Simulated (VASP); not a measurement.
# Sc7Al4 in VASP: a series of runs

Runs on Sc7Al4. Level: PBEsol. Tasks: single point.

All numbers are computed with VASP 6.6.1; they aren't measurements. Logs are shortened: lines on timing, memory, paths and dates and some standing lists are left out, and cuts for length are marked.

## (1) The cell of the first run

The cell holds a slab with vacuum, 11 atoms: a = 4.851 Å, b = 4.851 Å, c = 24.128 Å, α = 90.00°, β = 90.00°, γ = 120.00°.

## (2) Single point, PBEsol

INCAR reads:

```
PREC     = Accurate       # precision mode
ENCUT    = 520            # plane-wave cutoff, eV
EDIFF    = 1E-6           # SCF threshold, eV
ISMEAR   = 0              # smearing method
SIGMA    = 0.1            # smearing width, eV
LREAL    = False          # projectors in reciprocal space
LASPH    = True           # aspherical terms in the spheres
NELM     = 60             # most SCF steps
ALGO     = Normal         # electronic algorithm
ISIF     = 2              # what is computed and relaxed
LWAVE    = False          # write WAVECAR
LCHARG   = False          # write CHGCAR
LDIPOL   = True         
IDIPOL   = 3            
DIPOL    = 0.5 0.5 0.500
GGA      = PS             # functional
NBANDS   = 56             # bands
```

KPOINTS reads:

```
regular mesh
0
Gamma
  9 9 1
```

POSCAR reads:

```
Sc7Al4
1.0
    4.8508989718      0.0000000000      0.0000000000
   -2.4254494859      4.2010017408      0.0000000000
    0.0000000000      0.0000000000     24.1281769796
Sc Al
7 4
Direct
    0.6666666667      0.3333333333      0.3108398950
    0.0000000000      0.0000000000      0.3738932634
    0.3333333333      0.6666666667      0.4369466317
    0.0000000000      0.0000000000      0.5000000000
    0.6666666667      0.3333333333      0.5630533683
    0.0000000000      0.0000000000      0.6261067366
    0.3333333333      0.6666666667      0.6891601050
    0.3333333333      0.6666666667      0.3108398950
    0.6666666667      0.3333333333      0.4369466317
    0.3333333333      0.6666666667      0.5630533683
    0.6666666667      0.3333333333      0.6891601050
```

Potentials or basis: VASP PAW PBE potentials, release 64 (Sc_sv, Al).

Launch:

```bash
$ cat potpaw_PBE.64/Sc_sv/POTCAR potpaw_PBE.64/Al/POTCAR > POTCAR
$ mpirun -np 1 vasp_std > vasp.out
```

OUTCAR:

```text
PREC = Accurate
   ENCUT = 520
   EDIFF = 1E-6
   ISMEAR = 0
   LREAL = False
   LASPH = True
   NELM = 60
   ISIF = 2
   GGA = PS

 ion  position               nearest neighbor table
   1  0.667  0.333  0.311-   8 2.80   8 2.80   8 2.80   9 3.04   2 3.19   2 3.19   2 3.19
   2  0.000  0.000  0.374-   4 3.04   3 3.19   9 3.19   9 3.19   3 3.19   9 3.19   3 3.19   8 3.19
                             1 3.19   1 3.19   8 3.19   1 3.19   8 3.19
   3  0.333  0.667  0.437-   9 2.80   9 2.80   9 2.80  10 3.04   8 3.04   4 3.19   2 3.19   4 3.19
                             2 3.19   4 3.19   2 3.19
   4  0.000  0.000  0.500-   2 3.04   6 3.04   5 3.19   3 3.19   9 3.19  10 3.19   5 3.19   9 3.19
                             3 3.19  10 3.19   5 3.19   9 3.19   3 3.19  10 3.19
   5  0.667  0.333  0.563-  10 2.80  10 2.80  10 2.80   9 3.04  11 3.04   4 3.19   6 3.19   4 3.19
                             6 3.19   4 3.19   6 3.19
   6  0.000  0.000  0.626-   4 3.04   5 3.19  10 3.19   5 3.19  10 3.19   5 3.19  10 3.19   7 3.19
                            11 3.19   7 3.19  11 3.19   7 3.19  11 3.19
   7  0.333  0.667  0.689-  11 2.80  11 2.80  11 2.80  10 3.04   6 3.19   6 3.19   6 3.19
   8  0.333  0.667  0.311-   1 2.80   1 2.80   1 2.80   3 3.04   2 3.19   2 3.19   2 3.19
   9  0.667  0.333  0.437-   3 2.80   3 2.80   3 2.80   5 3.04   1 3.04   4 3.19   2 3.19   4 3.19
                             2 3.19   4 3.19   2 3.19
  10  0.333  0.667  0.563-   5 2.80   5 2.80   5 2.80   3 3.04   7 3.04   4 3.19   6 3.19   4 3.19
                             6 3.19   4 3.19   6 3.19
  11  0.667  0.333  0.689-   7 2.80   7 2.80   7 2.80   5 3.04   6 3.19   6 3.19   6 3.19

  LATTYP: Found a hexagonal cell.
 ALAT       =     4.8508989718
 C/A-ratio  =     4.9739599031

  Lattice vectors:

 A1 = (   4.8508989718,   0.0000000000,   0.0000000000)
 A2 = (  -2.4254494859,   4.2010017408,   0.0000000000)
 A3 = (   0.0000000000,   0.0000000000,  24.1281769796)

Analysis of symmetry for initial positions (statically):
=====================================================================
 Subroutine PRICEL returns:
 Original cell was already a primitive cell.

 Routine SETGRP: Setting up the symmetry group for a
 hexagonal supercell.

 Subroutine GETGRP returns: Found 12 space group operations
 (whereof 12 operations were pure point group operations)
 out of a pool of 24 trial point group operations.

The static configuration has the point symmetry D_3d.

Analysis of symmetry for dynamics (positions and initial velocities):
=====================================================================
 Subroutine PRICEL returns:
 Original cell was already a primitive cell.

[... 133 lines left out ...]
  volume/ion in A,a.u.               =      44.70       301.65
  Fermi-wavevector in a.u.,A,eV,Ry     =   0.926058  1.749996 11.668137  0.857584
  Thomas-Fermi vector in A             =   2.051980
   LORBIT       =      0    0 simple, 1 ext, 2 COOP (PROOUT), +10 PAW based schemes
   GGA     = PS    functional components
   LHFCALC =     F    Hartree Fock is set to
   AEXX    =    0.0000 exact exchange contribution
   IVDW    =     0    specifies the selected vdW correction
   LEPSILON=     F    determine dielectric tensor
   LRPA    =     F    only Hartree local field effects (RPA)
 non-spin polarized calculation
 Gauss-broadening in eV      SIGMA  =   0.10
  energy-cutoff  :      520.00
  volume of cell :      491.70
 maximum number of plane-waves:     13305
   NGX = 19   NGY = 19   NGZ = 89

 dipolmoment           0.000000      0.000000     -0.000000 electrons x Angstroem

 number of electron      88.9999990 magnetization

 dipolmoment           0.000000      0.000000      0.000000 electrons x Angstroem

 Free energy of the ion-electron system (eV)
  ---------------------------------------------------
  ext. energy  EPLUGINS =         0.00000000
  ---------------------------------------------------
  free energy    TOTEN  =       -62.42805372 eV

  energy without entropy =      -62.36765316  energy(sigma->0) =      -62.39785344

 E-fermi :   0.1936     XC(G=0):  -5.5226

 val. band max:        0.1811759541   @ k =   0.3333   0.1111   0.0000
 cond. band min:       0.2081106769   @ k =   0.2222   0.1111   0.0000
 fundamental gap:      0.0269347228
 Fermi energy:         0.1935680938

 k-point     1 :       0.0000    0.0000    0.0000
  band No.  band energies     occupation
      1     -49.3401      2.00000
      2     -49.3401      2.00000
      3     -49.1471      2.00000
      4     -49.1459      2.00000
      5     -48.9105      2.00000
      6     -48.8900      2.00000
[... 697 lines left out ...]
     55       1.5402      0.00000
     56       1.7034      0.00000

------------------------ aborting loop because EDIFF is reached ----------------------------------------

 vacuum level on the upper side and lower side of the slab       (xc-potential included)        -0.167        -0.167

  FORCE on cell =-STRESS in cart. coord.  units (eV):
  Direction    XX          YY          ZZ          XY          YZ          ZX
  --------------------------------------------------------------------------------------
  -------------------------------------------------------------------------------------
  Total       -1.6688990     -1.6688990     -1.5482897      0.0000000      0.0000000      0.0000000
  in kB       -5.4380230     -5.4380230     -5.0450235      0.0000000      0.0000000      0.0000000
  external PRESSURE =      -5.3070232 kB  Pullay stress =       0.0000000 kB

 VOLUME and BASIS-vectors are now :
 -----------------------------------------------------------------------------
  energy-cutoff  :      520.00
  volume of cell :      491.70
      direct lattice vectors                 reciprocal lattice vectors
     4.850898972  0.000000000  0.000000000     0.206147357  0.119019232  0.000000000
    -2.425449486  4.201001741  0.000000000     0.000000000  0.238038464  0.000000000
     0.000000000  0.000000000 24.128176980     0.000000000  0.000000000  0.041445319

 POSITION                                       TOTAL-FORCE (eV/Angst)
 -----------------------------------------------------------------------------------
      2.42545      1.40033      7.50000        -0.000000      0.000000     -0.081871
      0.00000      0.00000      9.02136         0.000000      0.000000     -0.690527
     -0.00000      2.80067     10.54273        -0.000000     -0.000000     -0.143711
      0.00000      0.00000     12.06409         0.000000      0.000000      0.000000
      2.42545      1.40033     13.58545        -0.000000      0.000000      0.143711
      0.00000      0.00000     15.10681         0.000000      0.000000      0.690527
     -0.00000      2.80067     16.62818         0.000000     -0.000000      0.081871
     -0.00000      2.80067      7.50000         0.000000      0.000000      0.774485
      2.42545      1.40033     10.54273         0.000000     -0.000000     -0.071433
     -0.00000      2.80067     13.58545         0.000000      0.000000      0.071433
      2.42545      1.40033     16.62818        -0.000000     -0.000000     -0.774485
 -----------------------------------------------------------------------------------
    total drift:                                0.000000      0.000000      0.000000

  FREE ENERGIE OF THE ION-ELECTRON SYSTEM (eV)
  ---------------------------------------------------
  free  energy   TOTEN  =       -62.4280537173 eV

  energy  without entropy=      -62.3676531574  energy(sigma->0) =      -62.39785344

 vacuum level on the upper side and lower side of the slab         4.024         4.024
```

It took 8.7 min on 1 thread of Intel Xeon 6975P-C (Granite Rapids), shared host; peak memory 0.63 GiB.

Results:

```
Free energy            : -62.4281 eV
Largest force          : 0.774 eV/Å
Band gap on the k mesh : zero (an odd number of electrons rules out a gap without spin polarisation)
```

Forces in eV/Å, atoms in the order of the input:
```
Sc   0.000  0.000 -0.082
Sc   0.000  0.000 -0.691
Sc   0.000  0.000 -0.144
Sc   0.000  0.000  0.000
Sc   0.000  0.000  0.144
Sc   0.000  0.000  0.691
Sc   0.000  0.000  0.082
Al   0.000  0.000  0.774
Al   0.000  0.000 -0.071
Al   0.000  0.000  0.071
Al   0.000  0.000 -0.774
```

Levels at points of the mesh, in eV from the Fermi level:
| k point | band 41 | band 42 | band 43 | band 44 | band 45 | band 46 | band 47 | band 48 | band 49 | band 50 |
| --- | --- | --- | --- | --- | --- | --- | --- | --- | --- | --- |
| (0.00, 0.00, 0.00) | -0.59 | -0.45 | -0.45 | 0.02 | 0.02 | 0.06 | 0.06 | 0.11 | 0.11 | 0.49 |

Caveat: the PAW data sets were made with another functional, which shifts forces and pressure a little.

## (3) Single point, PBEsol

INCAR reads:

```
PREC = Accurate
ENCUT = 520
EDIFF = 1E-7
ISMEAR = 0
SIGMA = 0.1
LREAL = F
LASPH = T
NELM = 80
ALGO = Normal
ISIF = 2
LWAVE = F
LCHARG = T
LDIPOL = T
IDIPOL = 3
DIPOL = 0.5 0.5 0.500
GGA = PS
LELF = T
LVHAR = T
LVACPOTAV = T
NBANDS = 56
```

KPOINTS reads:

```
Automatic mesh
0
Gamma
  9 9 1
```

POSCAR reads:

```
Sc7Al4
1.0
    4.8508989718      0.0000000000      0.0000000000
   -2.4254494859      4.2010017408      0.0000000000
    0.0000000000      0.0000000000     24.1281769796
Sc Al
7 4
Direct
    0.6666666667      0.3333333333      0.3069043900
    0.0000000000      0.0000000000      0.3702678519
    0.3333333333      0.6666666667      0.4422239161
    0.0000000000      0.0000000000      0.5000000172
    0.6666666667      0.3333333333      0.5577760925
    0.0000000000      0.0000000000      0.6297321445
    0.3333333333      0.6666666667      0.6930955892
    0.3333333333      0.6666666667      0.3220993295
    0.6666666667      0.3333333333      0.4321625879
    0.3333333333      0.6666666667      0.5678374174
    0.6666666667      0.3333333333      0.6779006638
```

Potentials or basis: VASP PAW PBE potentials, release 64 (Sc_sv, Al).

Launch:

```bash
$ cat potpaw_PBE.64/Sc_sv/POTCAR potpaw_PBE.64/Al/POTCAR > POTCAR
$ mpirun -np 1 vasp_std > vasp.out
```

Run time: 10 min. Hardware: 1 thread of Intel Xeon 6975P-C (Granite Rapids), shared host; peak memory 0.63 GiB.

The run converged. Its results:

| Property | Result |
| --- | --- |
| Free energy | -62.7059 eV |
| Largest force | 0.016 eV/Å |
| Band gap on the k mesh | zero (an odd number of electrons rules out a gap without spin polarisation) |

Forces in eV/Å, atoms in the order of the input:
```
Sc   0.000  0.000  0.001
Sc   0.000  0.000 -0.003
Sc   0.000  0.000  0.016
Sc   0.000  0.000  0.000
Sc   0.000  0.000 -0.016
Sc   0.000  0.000  0.003
Sc   0.000  0.000 -0.001
Al   0.000  0.000 -0.013
Al   0.000  0.000  0.008
Al   0.000  0.000 -0.008
Al   0.000  0.000  0.013
```

Levels at points of the mesh, in eV from the Fermi level:
```tsv
k point	band 40	band 41	band 42	band 43	band 44	band 45	band 46	band 47	band 48	band 49
(0.00, 0.00, 0.00)	-0.98	-0.57	-0.45	-0.45	0.00	0.00	0.08	0.08	0.10	0.10
```

Caveat: the PAW data sets were made with another functional, which shifts forces and pressure a little.
